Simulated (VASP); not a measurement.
# Cd3SO2 (Cmc2_1) in VASP: single point with PBE

Aim: the single point of Cd3SO2 with PBE.

Program: VASP 6.6.1. These are calculated values, not measurements. Logs are shortened: lines on timing, memory, paths and dates and some standing lists are left out, and cuts for length are marked.

**1. The cell of the first run**

Symmetry: Cmc2_1, No. 36, orthorhombic system. The conventional cell has a = 11.374 Å, b = 6.447 Å, c = 5.972 Å, α = 90.00°, β = 90.00°, γ = 90.00°. Cd (site symmetry 1) has 3 O at 2.18 to 2.19 Å and 1 S at 2.51 Å within 2.9 Å. Within 2.9 Å of Cd (site symmetry m) lie 2 O at 2.18 Å and 2 S at 2.52 to 2.54 Å. S (site symmetry m) has 5 Cd at 2.51 to 3.43 Å within 3.5 Å. Within 2.9 Å of O (site symmetry 1) lie 4 Cd at 2.18 to 2.19 Å.

**2. Single point, PBE (18.25 Å³/atom)**

Input file INCAR:

```
SYSTEM = Cd3SO2
ALGO = Normal
EDIFF = 1E-6
ENCUT = 520
GGA = PE
ISIF = 2
ISMEAR = 0
LASPH = .TRUE.
LCHARG = .TRUE.
LELF = .TRUE.
LREAL = .FALSE.
LVHAR = .TRUE.
LWAVE = .FALSE.
NBANDS = 66
NELM = 100
PREC = Accurate
SIGMA = 0.01
```

Input file KPOINTS:

```
k-points
0
G
  6 6 6
  0 0 0
```

Input file POSCAR:

```
Cd3SO2
1.0
    5.6867538714     -3.2236864137      0.0000000000
    5.6867538714      3.2236864137      0.0000000000
    0.0000000000      0.0000000000      5.9716661197
Cd S O
6 2 4
Direct
    0.8282115338      0.5422022701      0.3595650125
    0.4577977299      0.1717884662      0.3595650125
    0.1717884662      0.4577977299      0.8595650125
    0.5422022701      0.8282115338      0.8595650125
    0.8030079438      0.1969920562      0.9231718465
    0.1969920562      0.8030079438      0.4231718465
    0.8122227280      0.1877772720      0.4971966379
    0.1877772720      0.8122227280      0.9971966379
    0.8424249741      0.5020823099      0.9952507455
    0.4979176901      0.1575750259      0.9952507455
    0.1575750259      0.4979176901      0.4952507455
    0.5020823099      0.8424249741      0.4952507455
```

Potentials or basis: VASP PAW PBE potentials, release 64 (Cd, S, O).

The run is started by

```
> cat potpaw_PBE.64/Cd/POTCAR potpaw_PBE.64/S/POTCAR potpaw_PBE.64/O/POTCAR > POTCAR
> mpirun -np 1 vasp_std > vasp.out
```

OUTCAR:

```text
SYSTEM = Cd3SO2
   EDIFF = 1E-6
   ENCUT = 520
   GGA = PE
   ISIF = 2
   ISMEAR = 0
   LASPH = .TRUE.
   LREAL = .FALSE.
   NELM = 100
   PREC = Accurate

 ion  position               nearest neighbor table
   1  0.828  0.542  0.360-  11 2.18  12 2.18   9 2.19   7 2.51   5 3.51   4 3.51   4 3.51   2 3.54
                             2 3.54   6 3.58   3 3.60   3 3.60   6 3.62
   2  0.458  0.172  0.360-  12 2.18  11 2.18  10 2.19   7 2.51   5 3.51   3 3.51   3 3.51   1 3.54
                             1 3.54   6 3.58   4 3.60   4 3.60   6 3.62
   3  0.172  0.458  0.860-   9 2.18  10 2.18  11 2.19   8 2.51   6 3.51   2 3.51   2 3.51   4 3.54
                             4 3.54   5 3.58   1 3.60   1 3.60   5 3.62
   4  0.542  0.828  0.860-  10 2.18   9 2.18  12 2.19   8 2.51   6 3.51   1 3.51   1 3.51   3 3.54
                             3 3.54   5 3.58   2 3.60   2 3.60   5 3.62
   5  0.803  0.197  0.923-   9 2.18  10 2.18   8 2.52   7 2.54   1 3.51   2 3.51   4 3.58   3 3.58
                             4 3.62   3 3.62
   6  0.197  0.803  0.423-  11 2.18  12 2.18   7 2.52   8 2.54   3 3.51   4 3.51   1 3.58   2 3.58
                             2 3.62   1 3.62
   7  0.812  0.188  0.497-   1 2.51   2 2.51   6 2.52   5 2.54
   8  0.188  0.812  0.997-   3 2.51   4 2.51   5 2.52   6 2.54
   9  0.842  0.502  0.995-   3 2.18   4 2.18   5 2.18   1 2.19
  10  0.498  0.158  0.995-   4 2.18   3 2.18   5 2.18   2 2.19
  11  0.158  0.498  0.495-   1 2.18   2 2.18   6 2.18   3 2.19
  12  0.502  0.842  0.495-   2 2.18   1 2.18   6 2.18   4 2.19

  LATTYP: Found a base centered orthorhombic cell.
 ALAT       =     6.4473728274
 B/A-ratio  =     1.7640530565
 C/A-ratio  =     0.9262169692

  Lattice vectors:

 A1 = (  -5.6867538714,  -3.2236864137,   0.0000000000)
 A2 = (   5.6867538714,  -3.2236864137,   0.0000000000)
 A3 = (   0.0000000000,   0.0000000000,   5.9716661197)

Analysis of symmetry for initial positions (statically):
=====================================================================
 Subroutine PRICEL returns:
 Original cell was already a primitive cell.

 Routine SETGRP: Setting up the symmetry group for a
 base centered orthorhombic supercell.

 Subroutine GETGRP returns: Found  4 space group operations
 (whereof  2 operations were pure point group operations)
 out of a pool of  8 trial point group operations.

The static configuration has the point symmetry C_1h.
 The point group associated with its full space group is C_2v.

Analysis of symmetry for dynamics (positions and initial velocities):
=====================================================================
 Subroutine PRICEL returns:
 Original cell was already a primitive cell.

 Routine SETGRP: Setting up the symmetry group for a
 base centered orthorhombic supercell.

 Subroutine GETGRP returns: Found  4 space group operations
 (whereof  2 operations were pure point group operations)
 out of a pool of  8 trial point group operations.

The dynamic configuration has the point symmetry C_1h.
 The point group associated with its full space group is C_2v.

 Subroutine INISYM returns: Found  4 space group operations
 (whereof  2 operations are pure point group operations),
 and found     1 'primitive' translations

----------------------------------------------------------------------------------------

                                     Primitive cell

  volume of cell :     218.9489

  direct lattice vectors                    reciprocal lattice vectors
     5.686753871 -3.223686414  0.000000000     0.087923622 -0.155101935  0.000000000
     5.686753871  3.223686414  0.000000000     0.087923622  0.155101935  0.000000000
     0.000000000  0.000000000  5.971666120     0.000000000  0.000000000  0.167457453

  length of vectors
     6.536920046  6.536920046  5.971666120     0.178289578  0.178289578  0.167457453

  position of ions in fractional coordinates (direct lattice)
     0.828211534  0.542202270  0.359565012
     0.457797730  0.171788466  0.359565012
     0.171788466  0.457797730  0.859565012
     0.542202270  0.828211534  0.859565012
     0.803007944  0.196992056  0.923171846
     0.196992056  0.803007944  0.423171846
     0.812222728  0.187777272  0.497196638
     0.187777272  0.812222728  0.997196638
     0.842424974  0.502082310  0.995250746
[... 29 lines left out ...]
  Cartesian coordinates                     Fractional coordinates (reciprocal lattice)
     0.014653937 -0.025850322  0.000000000     0.166666667 -0.000000000  0.000000000
     0.014653937  0.025850322  0.000000000    -0.000000000  0.166666667  0.000000000
     0.000000000  0.000000000  0.027909576     0.000000000  0.000000000  0.166666667

  Length of vectors
     0.029714930  0.029714930  0.027909576

  Shift w.r.t. Gamma in fractional coordinates (k-lattice)
     0.000000000  0.000000000  0.000000000

 Subroutine IBZKPT returns following result:
 ===========================================

 Found     52 irreducible k-points:

 Following reciprocal coordinates:
            Coordinates               Weight
  0.000000  0.000000  0.000000      1.000000
  0.166667  0.000000  0.000000      4.000000
  0.333333  0.000000  0.000000      4.000000
  0.500000  0.000000  0.000000      2.000000
  0.166667  0.166667  0.000000      2.000000
  0.333333  0.166667  0.000000      4.000000
[... 16 lines left out ...]
  0.333333  0.333333  0.166667      4.000000
  0.500000  0.333333  0.166667      8.000000
 [... further k-points ...]
   k-points           NKPTS =     52   k-points in BZ     NKDIM =     52   number of bands    NBANDS=     66
   number of dos      NEDOS =    301   number of ions     NIONS =     12
   total plane-waves  NPLWV = 120000
   dimension x,y,z NGX =    50 NGY =   50 NGZ =   48
   dimension x,y,z NGXF=   100 NGYF=  100 NGZF=   96
   ions per type =               6   2   4
   NGX,Y,Z   is equivalent  to a cutoff of  12.72, 12.72, 13.36 a.u.
   NGXF,Y,Z  is equivalent  to a cutoff of  25.43, 25.43, 26.73 a.u.
 SYSTEM =  Cd3SO2
   PREC   = accura    normal or accurate (medium, high low for compatibility)
   ISTART =      0    job   : 0-new  1-cont  2-samecut
   ICHARG =      2    charge: 1-file 2-atom 10-const
   ISPIN  =      1    spin polarized calculation?
   LNONCOLLINEAR =      F non collinear calculations
   LSORBIT =      F    spin-orbit coupling
   LASPH  =      T    aspherical Exc in radial PAW
   ENCUT  =  520.0 eV  38.22 Ry    6.18 a.u.  12.15 12.15 11.10*2*pi/ulx,y,z
   NELM   =    100;   NELMIN=  2; NELMDL= -5     # of ELM steps
   EDIFF  = 0.1E-05   stopping-criterion for ELM
   LREAL  =      F    real-space projection
   EDIFFG = 0.1E-04   stopping-criterion for IOM
   NSW    =      0    number of steps for IOM
   IBRION =     -1    ionic relax: 0-MD 1-quasi-New 2-CG
   NFREE  =      0    steps in history (QN), initial steepest desc. (CG)
   ISIF   =      2    stress and relaxation
   ISYM   =      2    0-nonsym 1-usesym 2-fastsym
   POTIM  = 0.5000    time-step for ionic-motion
   TEBEG  =    0.0;   TEEND  =   0.0 temperature during run
   PSTRESS=    0.0 pullay stress
   NELECT =     108.0000    total number of electrons
   NUPDOWN=      -1.0000    fix difference up-down
   EMIN   =  10.00;   EMAX   =-10.00  energy-range for DOS
   EFERMI =   0.00;   METHOD = LEGACY
   ISMEAR =     0;   SIGMA  =   0.01  broadening in eV -4-tet -1-fermi 0-gaus
   EFERMI_NEDOS =   21; number of points for ismear=-14 and -15
   IALGO  =     38    algorithm
   IMIX   =      4    mixing-type and parameters
     AMIX     =   0.40;   BMIX     =  1.00
     AMIX_MAG =   1.60;   BMIX_MAG =  1.00
  volume/ion in A,a.u.               =      18.25       123.13
  Fermi-wavevector in a.u.,A,eV,Ry     =   1.293506  2.444372 22.764699  1.673158
  Thomas-Fermi vector in A             =   2.425147
   LORBIT       =      0    0 simple, 1 ext, 2 COOP (PROOUT), +10 PAW based schemes
   GGA     = PE    functional components
   LHFCALC =     F    Hartree Fock is set to
   AEXX    =    0.0000 exact exchange contribution
   IVDW    =     0    specifies the selected vdW correction
   LEPSILON=     F    determine dielectric tensor
   LRPA    =     F    only Hartree local field effects (RPA)
 non-spin polarized calculation
 Gauss-broadening in eV      SIGMA  =   0.01
  energy-cutoff  :      520.00
  volume of cell :      218.95
 maximum number of plane-waves:      5930
 NGX is ok and might be reduce to    50
   NGX = 25   NGY = 25   NGZ = 23

 number of electron     107.9999988 magnetization

 Free energy of the ion-electron system (eV)
  ---------------------------------------------------
  ext. energy  EPLUGINS =         0.00000000
  ---------------------------------------------------
  free energy    TOTEN  =       -42.68398904 eV

  energy without entropy =      -42.68398904  energy(sigma->0) =      -42.68398904

 E-fermi :   1.1876     XC(G=0): -10.0141

 val. band max:        1.1175116783   @ k =   0.0000   0.0000   0.0000
 cond. band min:       1.4352527184   @ k =   0.0000   0.0000   0.0000
 fundamental gap:      0.3177410400
 Fermi energy:         1.1876211948

 k-point     1 :       0.0000    0.0000    0.0000
  band No.  band energies     occupation
      1     -15.9091      2.00000
      2     -15.7241      2.00000
      3     -15.6753      2.00000
      4     -15.6744      2.00000
      5     -10.7856      2.00000
      6     -10.5296      2.00000
[... 1645 lines left out ...]
     65       8.4864      0.00000
     66       8.8206      0.00000

 [... further k-points ...]

------------------------ aborting loop because EDIFF is reached ----------------------------------------

  FORCE on cell =-STRESS in cart. coord.  units (eV):
  Direction    XX          YY          ZZ          XY          YZ          ZX
  --------------------------------------------------------------------------------------
  -------------------------------------------------------------------------------------
  Total        8.8492389      8.7704288      8.8263622      0.0000000      0.0000000      0.0000000
  in kB       64.7550685     64.1783688     64.5876662      0.0000000      0.0000000      0.0000000
  external PRESSURE =      64.5070345 kB  Pullay stress =       0.0000000 kB

 VOLUME and BASIS-vectors are now :
 -----------------------------------------------------------------------------
  energy-cutoff  :      520.00
  volume of cell :      218.95
      direct lattice vectors                 reciprocal lattice vectors
     5.686753871 -3.223686414  0.000000000     0.087923622 -0.155101935  0.000000000
     5.686753871  3.223686414  0.000000000     0.087923622  0.155101935  0.000000000
     0.000000000  0.000000000  5.971666120     0.000000000  0.000000000  0.167457453

 POSITION                                       TOTAL-FORCE (eV/Angst)
 -----------------------------------------------------------------------------------
      7.79321     -0.92200      2.14720        -0.026802     -0.015494      0.012364
      3.58030     -0.92200      2.14720         0.026802     -0.015494      0.012364
      3.58030      0.92200      5.13304         0.026802      0.015494      0.012364
      7.79321      0.92200      5.13304        -0.026802      0.015494      0.012364
      5.68675     -1.95361      5.51287         0.000000     -0.043623     -0.017085
      5.68675      1.95361      2.52704         0.000000      0.043623     -0.017085
      5.68675     -2.01302      2.96909         0.000000      0.000964      0.001706
      5.68675      2.01302      5.95493         0.000000     -0.000964      0.001706
      7.64588     -1.09716      5.94331        -0.001783     -0.002251     -0.004675
      3.72763     -1.09716      5.94331         0.001783     -0.002251     -0.004675
      3.72763      1.09716      2.95747         0.001783      0.002251     -0.004675
      7.64588      1.09716      2.95747        -0.001783      0.002251     -0.004675
 -----------------------------------------------------------------------------------
    total drift:                                0.000000     -0.000000      0.000218

  FREE ENERGIE OF THE ION-ELECTRON SYSTEM (eV)
  ---------------------------------------------------
  free  energy   TOTEN  =       -42.6839890416 eV

  energy  without entropy=      -42.6839890416  energy(sigma->0) =      -42.68398904
```

Run time: 27 min. Hardware: 1 thread of Oxide Virtual Turin-like, shared host; peak memory 0.67 GiB.

Results:

- Free energy: -42.6840 eV
- Pressure: 6.5 GPa
- Largest force: 0.047 eV/Å
- Band gap on the k mesh: 0.32 eV

Forces in eV/Å, atoms in the order of the input:
```
Cd  -0.027 -0.015  0.012
Cd   0.027 -0.015  0.012
Cd   0.027  0.015  0.012
Cd  -0.027  0.015  0.012
Cd   0.000 -0.044 -0.017
Cd   0.000  0.044 -0.017
S    0.000  0.001  0.002
S    0.000 -0.001  0.002
O   -0.002 -0.002 -0.005
O    0.002 -0.002 -0.005
O    0.002  0.002 -0.005
O   -0.002  0.002 -0.005
```

Levels at points of the mesh, in eV from the valence-band top:
| k point | band 51 | band 52 | band 53 | band 54 | band 55 | band 56 | band 57 | band 58 |
| --- | --- | --- | --- | --- | --- | --- | --- | --- |
| (0.00, 0.00, 0.00) | -0.63 | -0.10 | -0.09 | 0.00 | 0.32 | 3.07 | 5.02 | 5.20 |
| (0.50, 0.00, 0.00) | -0.66 | -0.65 | -0.51 | -0.50 | 2.84 | 2.96 | 4.34 | 4.84 |
| (0.50, 0.50, 0.00) | -0.65 | -0.62 | -0.50 | -0.46 | 2.89 | 2.93 | 3.51 | 5.37 |
| (0.00, 0.00, 0.50) | -0.37 | -0.37 | -0.34 | -0.34 | 2.58 | 2.58 | 5.40 | 5.40 |
| (0.50, 0.00, 0.50) | -0.83 | -0.83 | -0.52 | -0.52 | 3.43 | 3.43 | 4.02 | 4.02 |
| (0.50, 0.50, 0.50) | -0.92 | -0.92 | -0.66 | -0.66 | 3.52 | 3.52 | 4.01 | 4.01 |

Caveat: the cell stands under pressure; semilocal functionals underestimate gaps, and a narrow one can read as zero.
